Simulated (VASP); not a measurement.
A run of VASP 6.6.1:

The input INCAR:

```
SYSTEM = K
PREC = Accurate
ENCUT = 520
EDIFF = 1E-6
ISMEAR = 0
SIGMA = 0.1
LREAL = .False.
LASPH = .True.
NELM = 100
ALGO = Normal
ISIF = 2
LWAVE = .False.
LCHARG = .True.
GGA = CA
LELF = .True.
LVHAR = .True.
NBANDS = 10
```

Contents of KPOINTS:

```
Automatic mesh
0
Gamma
  10 10 10
  0 0 0
```

Contents of POSCAR:

```
K
1.0
   -2.6975585167      2.6975585167      2.6975585167
    2.6975585167     -2.6975585167      2.6975585167
    2.6975585167      2.6975585167     -2.6975585167
K
1
Direct
    0.0000000000      0.0000000000      0.0000000000
```

Potentials or basis: VASP PAW LDA potentials, release 64 (K_sv).

Command:

```console
$ cat potpaw_LDA.64/K_sv/POTCAR > POTCAR
$ mpirun -np 1 vasp_std > vasp.out
```

Hardware: 1 thread of Intel Xeon 6975P-C (shared host).

Q: Estimate the wall time of this run.

A: It took 22 s on 1 thread of Intel Xeon 6975P-C, on a shared host, peak memory 0.18 GiB. Counts: scf iterations 10, k points 47.
